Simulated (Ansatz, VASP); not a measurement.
AlN: VASP beside Ansatz

The input INCAR:

```
SYSTEM = AlN
ALGO     = Normal         ! electronic algorithm
EDIFF    = 1E-7           ! SCF threshold, eV
ENCUT    = 520            ! plane-wave cutoff, eV
GGA      = PE             ! functional
ISIF     = 2              ! what is computed and relaxed
ISMEAR   = 0              ! smearing method
LASPH    = .True.         ! aspherical terms in the spheres
LCHARG   = .False.        ! write CHGCAR
LREAL    = .False.        ! projectors in reciprocal space
LWAVE    = .False.        ! write WAVECAR
NBANDS   = 11             ! bands
NELM     = 100            ! most SCF steps
PREC     = Accurate       ! precision mode
SIGMA    = 0.05           ! smearing width, eV
```

Contents of KPOINTS:

```
k-points
0
Gamma
  10 10 10
  0 0 0
```

POSCAR

```
AlN
1.0
    0.0000000000      2.1644978747      2.1644978747
    2.1644978747      0.0000000000      2.1644978747
    2.1644978747      2.1644978747      0.0000000000
Al N
1 1
Direct
   -0.0068627833      0.0068627833      0.0068627833
    0.7632197081      0.7367802919      0.7367802919
```

Input for Ansatz:

```yaml
crystal:
  lattice:
    - [0.0, 2.1644978747, 2.1644978747]
    - [2.1644978747, 0.0, 2.1644978747]
    - [2.1644978747, 2.1644978747, 0.0]
  atoms:
    - { symbol: Al, position: [-0.0068627833, 0.0068627833, 0.0068627833] }
    - { symbol: "N", position: [0.7632197081, 0.7367802919, 0.7367802919] }
basis:
  ecutwfc: 520.0
kpoints:
  mp_grid: { grid: [10, 10, 10] }
hamiltonian:
  xc: pbe
  pseudopotentials: { kind: paw, azcp: { folder: soft_1 } }
scf:
  occupations: { method: gaussian, width: 0.05 }
output:
  forces: true
  stress: true
  eigenvalues: true
```

Change from the starting cell: mode 4 frozen in at -0.058 Å, equal normal strain along x, y and z -0.0167.

Alike in both runs: task single point; functional PBE; k mesh 10 × 10 × 10; occupations gaussian, width 0.05 eV; no spin polarisation.

```csv
,VASP,Ansatz
version,VASP 6.6.1,Ansatz 0.2.0
potentials or method,"VASP PAW PBE potentials, release 64 (Al, N), cutoff 520 eV","scalar-relativistic, plane waves, PAW"
valence electrons in the cell,8,8
```

VASP gave:

- gap on the k mesh at the Fermi level (eV): 3.10
- least direct gap on the mesh (eV): 4.20
- pressure (GPa): 11.6
- traceless stress, the component that is largest in VASP (GPa): -7.50
- rms of the force components (eV/Å): 0.790

Task: Estimate Ansatz's values.

Result: gap on the k mesh at the Fermi level (eV): 3.11; least direct gap on the mesh (eV): 4.18; pressure (GPa): 11.8; traceless stress, the component that is largest in VASP (GPa): -7.47; rms of the force components (eV/Å): 0.788.

Atom by atom the forces differ by 0.002 eV/Å (rms over components). The functional is the same, so the differences come from potentials, cutoffs and numerics.
